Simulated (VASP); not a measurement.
YZnC4N4, 10 atoms in the cell. Symmetry: P-43m, No. 215, cubic system. Conventional cell: a = 6.400 Å, b = 6.400 Å, c = 6.400 Å, α = 90.00°, β = 90.00°, γ = 90.00°. Within 3.2 Å of Y (site symmetry -43m) lie 4 C at 2.41 Å. Zn (site symmetry -43m) has 4 N at 1.96 Å within 2.6 Å. C (site symmetry 3m) has 1 N at 1.17 Å within 1.6 Å. N (site symmetry 3m) has 1 C at 1.17 Å within 1.6 Å. 

```yaml
Program: VASP 6.6.1
Task: single point
Functional: PBE
Potentials_or_basis: VASP PAW PBE potentials, release 64 (Y_sv, Zn, C, N)
Cutoff: 520 eV
k_mesh: 4 × 4 × 4
Occupations: gaussian, width 0.1 eV
Spin: collinear spin, ferromagnetic start
Starting_moments: "[0.0, 0.0, 1.0, 1.0, 1.0, 1.0, 1.0, 1.0, 1.0, 1.0] μB"
Dipole_correction: no
Further_INCAR_settings: ALGO = Normal; EDIFF = 1e-06; NBANDS = 44
```

Potentials or basis: VASP PAW PBE potentials, release 64 (Y_sv, Zn, C, N).

Launch:

```bash
$ cat potpaw_PBE.64/Y_sv/POTCAR potpaw_PBE.64/Zn/POTCAR potpaw_PBE.64/C/POTCAR potpaw_PBE.64/N/POTCAR > POTCAR
$ mpirun -np 1 vasp_std > vasp.out
```

Hardware: 1 thread of Intel(R) Xeon(R) 6975P-C (Granite Rapids) (shared host).

**Question.** Estimate the wall time of this run.

**Answer.** Run time: 2.3 min on 1 thread of Intel(R) Xeon(R) 6975P-C (Granite Rapids), with other jobs on the host, peak memory 0.52 GiB. Counts: scf iterations 17, k points 10.
